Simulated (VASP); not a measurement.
A run of VASP 6.6.1:

INCAR

```
SYSTEM = AlRu
ALGO = Fast
EDIFF = 1E-7
ENCUT = 520
GGA = PS
ISIF = 2
ISMEAR = 0
LASPH = .TRUE.
LCHARG = .FALSE.
LREAL = .FALSE.
LWAVE = .FALSE.
NBANDS = 25
NELM = 60
PREC = Accurate
SIGMA = 0.15
```

File KPOINTS:

```
k-points
0
G
  18 18 18
  0 0 0
```

Contents of POSCAR:

```
AlRu
1.0
   -2.9764078218      0.0000000000     -2.9764078218
    0.0000000000     -2.9764078218     -2.9764078218
   -2.9764078218     -2.9764078218      0.0000000000
Al Ru
2 2
Direct
    0.0000000000      0.0000000000      0.0000000000
    0.5000000000      0.5000000000      0.5000000000
    0.2437004600      0.2562995400      0.2437004600
    0.7562995400      0.7437004600      0.7562995400
```

Potentials or basis: VASP PAW PBE potentials, release 64 (Al, Ru_pv).

The run is started by

```console
$ cat potpaw_PBE.64/Al/POTCAR potpaw_PBE.64/Ru_pv/POTCAR > POTCAR
$ mpirun -np 1 vasp_std > vasp.out
```

Hardware: 1 thread of Intel(R) Xeon(R) Platinum 8488C (Sapphire Rapids), on a shared host.

Q: Estimate the wall time of this run.

A: Wall time 11 min on 1 thread of Intel(R) Xeon(R) Platinum 8488C (Sapphire Rapids), with other jobs on the host, peak memory 0.58 GiB. Counts: scf iterations 16, k points 480.
